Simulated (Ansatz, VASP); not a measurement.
# One calculation of Ta2C, two programs

```
Ta C
1.0
    -3.11016    0.00000    0.00000
    -1.55508   -2.69348    0.00000
     0.00000    0.00000    9.88460
Ta C
4 2
Direct
  0.33333 0.33333 0.12678
  0.33333 0.33333 0.62678
  0.66667 0.66667 0.37322
  0.66667 0.66667 0.87322
  0.00000 0.00000 0.00000
  0.00000 0.00000 0.50000
```

Alike in both runs: task single point; functional r2SCAN; k mesh 17 × 17 × 5; occupations gaussian, width 0.15 eV; no spin polarisation.

|  | VASP | Ansatz |
| --- | --- | --- |
| version | VASP 6.6.1 | Ansatz 0.2.0 |
| potentials or method | VASP PAW PBE potentials, release 64 (Ta_pv, C), cutoff 520 eV | scalar-relativistic, plane waves, PAW |
| valence electrons in the cell | 52 | 60 |

Ansatz gave:

| Quantity | Value |
| --- | --- |
| gap on the k mesh at the Fermi level (eV) | none |
| pressure (GPa) | 0.0 |
| traceless stress, the component that is largest in VASP (GPa) | 0.05 |
| rms of the force components (eV/Å) | 0.005 |

Task: What did VASP give for the same quantities?

Result: gap on the k mesh at the Fermi level (eV): none; pressure (GPa): 0.9; traceless stress, the component that is largest in VASP (GPa): 0.01; rms of the force components (eV/Å): 0.027.

VASP's potentials were made for PBE, not for r2SCAN. Atom by atom the forces differ by 0.022 eV/Å (rms over components). A gap of «none» marks a metal or a gap that the smearing closes. VASP's potentials hold 52 valence electrons a cell and Ansatz's 60, so a difference there can come from the potentials and not from the codes.

Spin-orbit coupling is off throughout.
